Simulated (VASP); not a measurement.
A run of VASP 6.6.1 is set up as follows.

INCAR

```
SYSTEM = MnS
PREC     = Accurate       ! precision mode
ENCUT    = 520            ! plane-wave cutoff, eV
EDIFF    = 1E-6           ! SCF threshold, eV
ISMEAR   = 0              ! smearing method
SIGMA    = 0.05           ! smearing width, eV
LREAL    = .FALSE.        ! projectors in reciprocal space
LASPH    = .TRUE.         ! aspherical terms in the spheres
NELM     = 100            ! most SCF steps
ALGO     = Normal         ! electronic algorithm
ISIF     = 2              ! what is computed and relaxed
LWAVE    = .FALSE.        ! write WAVECAR
LCHARG   = .FALSE.        ! write CHGCAR
GGA      = PE             ! functional
NBANDS   = 16             ! bands
```

KPOINTS

```
Automatic mesh
0
G
  12 12 12
  0 0 0
```

The input POSCAR:

```
MnS
1.0
    0.0000000000      2.5146171022      2.5146171022
    2.5146171022      0.0000000000      2.5146171022
    2.5146171022      2.5146171022      0.0000000000
Mn S
1 1
Direct
    0.0000000000      0.0000000000      0.0000000000
    0.5000000000      0.5000000000      0.5000000000
```

Potentials or basis: VASP PAW PBE potentials, release 64 (Mn_pv, S).

Launch:

```bash
$ cat potpaw_PBE.64/Mn_pv/POTCAR potpaw_PBE.64/S/POTCAR > POTCAR
$ mpirun -np 1 vasp_std > vasp.out
```

Q: What does it give for the pressure?

A: -19.8 GPa.

Caveat: the run has no spin polarisation, though such a crystal can be magnetic; semilocal functionals often make such compounds metallic where correlation or magnetic order opens a gap, which also shifts bond lengths. Spin polarisation is off, so any magnetic state and its effect on volume and gap are missing.
